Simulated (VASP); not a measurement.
# SiC2 (P-6m2) in VASP: single point with PBE

Aim: the single point of SiC2 with PBE.

All numbers are computed with VASP 6.6.1; they aren't measurements. Logs are shortened: lines on timing, memory, paths and dates and some standing lists are left out, and cuts for length are marked.

### Step 1. The cell of the first run

Symmetry: P-6m2, No. 187, hexagonal system. Conventional cell: a = 2.705 Å, b = 2.705 Å, c = 7.864 Å, α = 90.00°, β = 90.00°, γ = 120.00°. Within 2.6 Å of Si (site symmetry 3m) lie 6 C at 1.98 to 2.34 Å and 1 Si at 2.42 Å. C (site symmetry 3m) has 4 C at 1.84 to 1.96 Å and 3 Si at 2.34 Å within 2.4 Å. C (site symmetry -6m2) has 6 Si at 1.98 Å within 2.6 Å. Within 2.4 Å of C (site symmetry -6m2) lie 6 C at 1.84 Å.

### Step 2. Single point, PBE

POSCAR

```
SiC2
1.0
    2.7048050517      0.0000000000      0.0000000000
   -1.3524025258      2.3424298870      0.0000000000
    0.0000000000      0.0000000000      7.8636771958
Si C
2 4
Direct
    0.6666666667      0.3333333333      0.3459335612
    0.6666666667      0.3333333333      0.6540664388
    0.3333333333      0.6666666667      0.8754918441
    0.3333333333      0.6666666667      0.1245081559
    0.3333333333      0.6666666667      0.5000000000
    0.6666666667      0.3333333333      0.0000000000
```

INCAR.step1

```
  ALGO = Normal
  EDIFF = 1E-6
  ENCUT = 520
  GGA = PE
  ISIF = 2
  ISMEAR = 0
  LASPH = T
  LCHARG = T
  LREAL = F
  LWAVE = F
  NBANDS = 21
  NELM = 60
  PREC = Accurate
  SIGMA = 0.1
```

KPOINTS.step1

```
k-points
0
Gamma
  18 18 6
```

INCAR.step2

```
  ALGO = Normal
  EDIFF = 1E-6
  ENCUT = 520
  GGA = PE
  ICHARG = 11
  ISIF = 2
  ISMEAR = -5
  LASPH = T
  LCHARG = F
  LORBIT = 10
  LREAL = F
  LWAVE = F
  NBANDS = 21
  NEDOS = 2001
  NELM = 60
  PREC = Accurate
  SIGMA = 0.1
```

KPOINTS.step2

```
k-points
0
Gamma
  27 27 9
```

Potentials or basis: VASP PAW PBE potentials, release 64 (Si, C).

Command:

```
cat potpaw_PBE.64/Si/POTCAR potpaw_PBE.64/C/POTCAR > POTCAR
cp INCAR.step1 INCAR
cp KPOINTS.step1 KPOINTS
mpirun -np 1 vasp_std > vasp.out
cp INCAR.step2 INCAR
cp KPOINTS.step2 KPOINTS
mpirun -np 1 vasp_std > vasp.out
```

OUTCAR:

```text
EDIFF = 1E-6
   ENCUT = 520
   GGA = PE
   ICHARG = 11
   ISIF = 2
   ISMEAR = -5
   LASPH = T
   LORBIT = 10
   LREAL = F
   NELM = 60
   PREC = Accurate

 ion  position               nearest neighbor table
   1  0.667  0.333  0.346-   5 1.98   5 1.98   5 1.98   4 2.34   4 2.34   4 2.34   2 2.42
   2  0.667  0.333  0.654-   5 1.98   5 1.98   5 1.98   3 2.34   3 2.34   3 2.34   1 2.42
   3  0.333  0.667  0.875-   6 1.84   6 1.84   6 1.84   4 1.96   2 2.34   2 2.34   2 2.34
   4  0.333  0.667  0.125-   6 1.84   6 1.84   6 1.84   3 1.96   1 2.34   1 2.34   1 2.34
   5  0.333  0.667  0.500-   1 1.98   2 1.98   1 1.98   2 1.98   1 1.98   2 1.98
   6  0.667  0.333  0.000-   3 1.84   4 1.84   3 1.84   4 1.84   3 1.84   4 1.84

  LATTYP: Found a hexagonal cell.
 ALAT       =     2.7048050517
 C/A-ratio  =     2.9072990643

  Lattice vectors:

 A1 = (   2.7048050517,   0.0000000000,   0.0000000000)
 A2 = (  -1.3524025258,   2.3424298870,   0.0000000000)
 A3 = (   0.0000000000,   0.0000000000,   7.8636771958)

Analysis of symmetry for initial positions (statically):
=====================================================================
 Subroutine PRICEL returns:
 Original cell was already a primitive cell.

 Routine SETGRP: Setting up the symmetry group for a
 hexagonal supercell.

 Subroutine GETGRP returns: Found 12 space group operations
 (whereof 12 operations were pure point group operations)
 out of a pool of 24 trial point group operations.

The static configuration has the point symmetry D_3h.

Analysis of symmetry for dynamics (positions and initial velocities):
=====================================================================
 Subroutine PRICEL returns:
 Original cell was already a primitive cell.

 Routine SETGRP: Setting up the symmetry group for a
 hexagonal supercell.

 Subroutine GETGRP returns: Found 12 space group operations
 (whereof 12 operations were pure point group operations)
 out of a pool of 24 trial point group operations.

The dynamic configuration has the point symmetry D_3h.

 Subroutine INISYM returns: Found 12 space group operations
 (whereof 12 operations are pure point group operations),
 and found     1 'primitive' translations

----------------------------------------------------------------------------------------

                                     Primitive cell

  volume of cell :      49.8228

  direct lattice vectors                    reciprocal lattice vectors
     2.704805052  0.000000000  0.000000000     0.369712412  0.213453561  0.000000000
    -1.352402526  2.342429887  0.000000000     0.000000000  0.426907121  0.000000000
     0.000000000  0.000000000  7.863677196     0.000000000  0.000000000  0.127166970

  length of vectors
     2.704805052  2.704805052  7.863677196     0.426907121  0.426907121  0.127166970

  position of ions in fractional coordinates (direct lattice)
     0.666666667  0.333333333  0.345933561
     0.666666667  0.333333333  0.654066439
     0.333333333  0.666666667  0.875491844
     0.333333333  0.666666667  0.124508156
     0.333333333  0.666666667  0.500000000
     0.666666667  0.333333333  0.000000000

  ion indices of the primitive-cell ions
   primitive index   ion index
                 1           1
                 2           2
                 3           3
                 4           4
                 5           5
                 6           6

----------------------------------------------------------------------------------------

 KPOINTS: k-points

Automatic generation of k-mesh.
 Grid dimensions read from file:
 generate k-points for:   27   27    9

 Generating k-lattice:

  Cartesian coordinates                     Fractional coordinates (reciprocal lattice)
     0.013693052  0.007905687  0.000000000     0.037037037  0.000000000  0.000000000
     0.000000000  0.015811375  0.000000000     0.000000000  0.037037037  0.000000000
     0.000000000  0.000000000  0.014129663     0.000000000  0.000000000  0.111111111

  Length of vectors
     0.015811375  0.015811375  0.014129663

  Shift w.r.t. Gamma in fractional coordinates (k-lattice)
     0.000000000  0.000000000  0.000000000

 TETIRR: Found   6288 inequivalent tetrahedra from    39366

 Subroutine IBZKPT returns following result:
 ===========================================

 Found    375 irreducible k-points:

 Following reciprocal coordinates:
            Coordinates               Weight
  0.000000  0.000000  0.000000      1.000000
  0.037037  0.000000  0.000000      6.000000
  0.074074  0.000000  0.000000      6.000000
  0.111111 -0.000000  0.000000      6.000000
  0.148148  0.000000  0.000000      6.000000
  0.185185 -0.000000  0.000000      6.000000
[... 16 lines left out ...]
  0.333333  0.037037  0.000000     12.000000
  0.370370  0.037037  0.000000     12.000000
 [... further k-points ...]
   k-points           NKPTS =    375   k-points in BZ     NKDIM =    375   number of bands    NBANDS=     21
   number of dos      NEDOS =   2001   number of ions     NIONS =      6
   total plane-waves  NPLWV =  24000
   dimension x,y,z NGX =    20 NGY =   20 NGZ =   60
   dimension x,y,z NGXF=    40 NGYF=   40 NGZF=  120
   ions per type =               2   4
   NGX,Y,Z   is equivalent  to a cutoff of  12.29, 12.29, 12.68 a.u.
   NGXF,Y,Z  is equivalent  to a cutoff of  24.59, 24.59, 25.37 a.u.
 SYSTEM =  unknown system
   PREC   = accura    normal or accurate (medium, high low for compatibility)
   ISTART =      0    job   : 0-new  1-cont  2-samecut
   ICHARG =     11    charge: 1-file 2-atom 10-const
   ISPIN  =      1    spin polarized calculation?
   LNONCOLLINEAR =      F non collinear calculations
   LSORBIT =      F    spin-orbit coupling
   LASPH  =      T    aspherical Exc in radial PAW
   ENCUT  =  520.0 eV  38.22 Ry    6.18 a.u.   5.03  5.03 14.62*2*pi/ulx,y,z
   NELM   =     60;   NELMIN=  2; NELMDL=  0     # of ELM steps
   EDIFF  = 0.1E-05   stopping-criterion for ELM
   LREAL  =      F    real-space projection
   EDIFFG = 0.1E-04   stopping-criterion for IOM
   NSW    =      0    number of steps for IOM
   IBRION =     -1    ionic relax: 0-MD 1-quasi-New 2-CG
   NFREE  =      0    steps in history (QN), initial steepest desc. (CG)
   ISIF   =      2    stress and relaxation
   ISYM   =      2    0-nonsym 1-usesym 2-fastsym
   POTIM  = 0.5000    time-step for ionic-motion
   TEBEG  =    0.0;   TEEND  =   0.0 temperature during run
   PSTRESS=    0.0 pullay stress
   NELECT =      24.0000    total number of electrons
   NUPDOWN=      -1.0000    fix difference up-down
   EMIN   =  10.00;   EMAX   =-10.00  energy-range for DOS
   EFERMI =   0.00;   METHOD = LEGACY
   ISMEAR =    -5;   SIGMA  =   0.10  broadening in eV -4-tet -1-fermi 0-gaus
   EFERMI_NEDOS =   21; number of points for ismear=-14 and -15
   IALGO  =     38    algorithm
   IMIX   =      4    mixing-type and parameters
     AMIX     =   0.40;   BMIX     =  1.00
     AMIX_MAG =   1.60;   BMIX_MAG =  1.00
  volume/ion in A,a.u.               =       8.30        56.04
  Fermi-wavevector in a.u.,A,eV,Ry     =   1.283323  2.425128 22.407663  1.646917
  Thomas-Fermi vector in A             =   2.415582
   LORBIT       =     10    0 simple, 1 ext, 2 COOP (PROOUT), +10 PAW based schemes
   GGA     = PE    functional components
   LHFCALC =     F    Hartree Fock is set to
   AEXX    =    0.0000 exact exchange contribution
   IVDW    =     0    specifies the selected vdW correction
   LEPSILON=     F    determine dielectric tensor
   LRPA    =     F    only Hartree local field effects (RPA)
 non-spin polarized calculation
 Fermi weights with tetrahedron method with Bloechl corrections
  energy-cutoff  :      520.00
  volume of cell :       49.82
 maximum number of plane-waves:      1365
 NGX is ok and might be reduce to    20

 number of electron      23.9999999 magnetization

 Free energy of the ion-electron system (eV)
  ---------------------------------------------------
  ext. energy  EPLUGINS =         0.00000000
  ---------------------------------------------------
  free energy    TOTEN  =       -36.30211047 eV

  energy without entropy =      -36.30211047  energy(sigma->0) =      -36.30211047

 E-fermi :  10.5737     XC(G=0): -12.4341

 val. band max:       10.6312056219   @ k =   0.0000   0.0000   0.3333
 cond. band min:      10.5504889968   @ k =   0.2593   0.1111   0.2222
 fundamental gap:     -0.0807166251
 Fermi energy:        10.5737256677

 k-point     1 :       0.0000    0.0000    0.0000
  band No.  band energies     occupation
      1      -8.7937      2.00000
      2      -7.0869      2.00000
      3      -4.3964      2.00000
      4       0.3526      2.00000
      5       0.9451      2.00000
      6       8.3106      2.00000
[... 13 lines left out ...]
     20      19.2029      0.00000
     21      19.4878      0.00000

 k-point     2 :       0.0370    0.0000    0.0000
  band No.  band energies     occupation
      1      -8.7637      2.00000
      2      -7.0552      2.00000
      3      -4.3642      2.00000
      4       0.3831      2.00000
      5       0.9750      2.00000
      6       8.0953      2.00000
[... 13 lines left out ...]
     20      19.2858      0.00000
     21      19.3515      0.00000

 k-point     3 :       0.0741    0.0000    0.0000
  band No.  band energies     occupation
      1      -8.6738      2.00000
      2      -6.9598      2.00000
      3      -4.2677      2.00000
      4       0.4745      2.00000
      5       1.0648      2.00000
      6       7.5257      2.00000
[... 13 lines left out ...]
     20      19.4508      0.00000
     21      19.5186      0.00000
[... 457 lines left out ...]
 k-point    23 :       0.3333    0.0370    0.0000
  band No.  band energies     occupation
      1      -6.1635      2.00000
      2      -4.2752      2.00000
      3      -1.5769      2.00000
      4       0.5126      2.00000
      5       2.6636      2.00000
      6       2.9184      2.00000
[... 13 lines left out ...]
     20      17.3441      0.00000
     21      18.4997      0.00000

 k-point    24 :       0.3704    0.0370    0.0000
  band No.  band energies     occupation
      1      -5.6356      2.00000
      2      -3.6992      2.00000
      3      -1.0085      2.00000
      4      -0.3449      2.00000
      5       1.7464      2.00000
      6       3.2892      2.00000
[... 13 lines left out ...]
     20      17.0630      0.00000
     21      18.1772      0.00000

 [... further k-points ...]
[... 5 lines left out ...]
  --------------------------------------------------------------------------------------
  -------------------------------------------------------------------------------------
  Total        0.1054175      0.1054175      0.0845169      0.0000000      0.0000000      0.0000000
  in kB        3.3899642      3.3899642      2.7178533      0.0000000      0.0000000      0.0000000
  external PRESSURE =       3.1659273 kB  Pullay stress =       0.0000000 kB

 VOLUME and BASIS-vectors are now :
 -----------------------------------------------------------------------------
  energy-cutoff  :      520.00
  volume of cell :       49.82
      direct lattice vectors                 reciprocal lattice vectors
     2.704805052  0.000000000  0.000000000     0.369712412  0.213453561  0.000000000
    -1.352402526  2.342429887  0.000000000     0.000000000  0.426907121  0.000000000
     0.000000000  0.000000000  7.863677196     0.000000000  0.000000000  0.127166970

 POSITION                                       TOTAL-FORCE (eV/Angst)
 -----------------------------------------------------------------------------------
      1.35240      0.78081      2.72031         0.000000     -0.000000      0.055786
      1.35240      0.78081      5.14337         0.000000      0.000000     -0.055786
     -0.00000      1.56162      6.88459         0.000000     -0.000000      0.003023
     -0.00000      1.56162      0.97909        -0.000000      0.000000     -0.003023
     -0.00000      1.56162      3.93184        -0.000000      0.000000      0.000000
      1.35240      0.78081      0.00000         0.000000      0.000000      0.000000
 -----------------------------------------------------------------------------------
    total drift:                                0.000172     -0.000099     -0.000000

  FREE ENERGIE OF THE ION-ELECTRON SYSTEM (eV)
  ---------------------------------------------------
  free  energy   TOTEN  =       -36.3021104748 eV

  energy  without entropy=      -36.3021104748  energy(sigma->0) =      -36.30211047

 total charge

# of ion       s       p       d       tot
------------------------------------------
    1        0.766   0.808   0.000   1.574
    2        0.766   0.808   0.000   1.574
    3        0.929   1.259   0.000   2.188
    4        0.929   1.259   0.000   2.188
    5        0.859   1.699   0.000   2.558
    6        0.845   1.347   0.000   2.192
--------------------------------------------------
tot          5.093   7.180   0.000  12.273
```

Wall time 3.1 min (1 thread of Intel Xeon 8259CL, shared host); peak memory 0.4 GiB.

Results:

* Valence electrons inside the program's atomic spheres: Si 1.57; C 2.19, 2.56 (each value once)
